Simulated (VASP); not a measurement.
Write the native input for VASP 6.6.1 that does the following.

* Task: relaxation of cell and atoms
* Functional: PBE
* Potentials or basis: VASP PAW PBE potentials, release 64 (V_sv)
* Cutoff: 500 eV
* k mesh: 8 × 8 × 8
* Occupations: gaussian, width 0.1 eV
* Spin: no spin polarisation
* Dipole correction: no
* Further INCAR settings: ALGO = Normal; EDIFF = 1e-07; IBRION = 2; EDIFFG = -0.05; NSW = 80; ISIF = 3

The structure of V lies in POSCAR:

```
V
1.0
   -1.5427435287      1.5427435287      1.5427435287
    1.5427435287     -1.5427435287      1.5427435287
    1.5427435287      1.5427435287     -1.5427435287
V
1
Direct
    0.0000000000      0.0000000000      0.0000000000
```

One way to write it, as run:

INCAR

```
SYSTEM = V
PREC = Accurate ; ENCUT = 500
EDIFF = 1E-7 ; ISMEAR = 0
SIGMA = 0.1 ; LREAL = .FALSE.
LASPH = .TRUE. ; NELM = 120
ALGO = Normal ; ISIF = 3
LWAVE = .FALSE. ; LCHARG = .FALSE.
GGA = PE ; IBRION = 2
NSW = 80 ; EDIFFG = -0.05
GGA_COMPAT = .FALSE. ; NELMIN = 4
```

KPOINTS

```
regular mesh
0
G
  8 8 8
  0 0 0
```

Potentials or basis: VASP PAW PBE potentials, release 64 (V_sv).

Command:

```sh
$ cat potpaw_PBE.64/V_sv/POTCAR > POTCAR
$ mpirun -np 1 vasp_std > vasp.out
```

It gave:

```
Relaxed volume                         : 13.41 Å³/atom
Relaxed cell                           : a = 2.592 Å, b = 2.592 Å, c = 2.592 Å, α = 109.47°, β = 109.47°, γ = 109.47°
Space group after relaxing (to 0.05 Å) : Im-3m (No. 229)
Energy gained by relaxing              : 61.9 meV/atom
Ionic steps                            : 3
Pressure after relaxing                : -0.3 GPa
```

It took 33 s on 1 thread of Intel Xeon 8259CL, with other jobs on the host, peak memory 0.13 GiB.
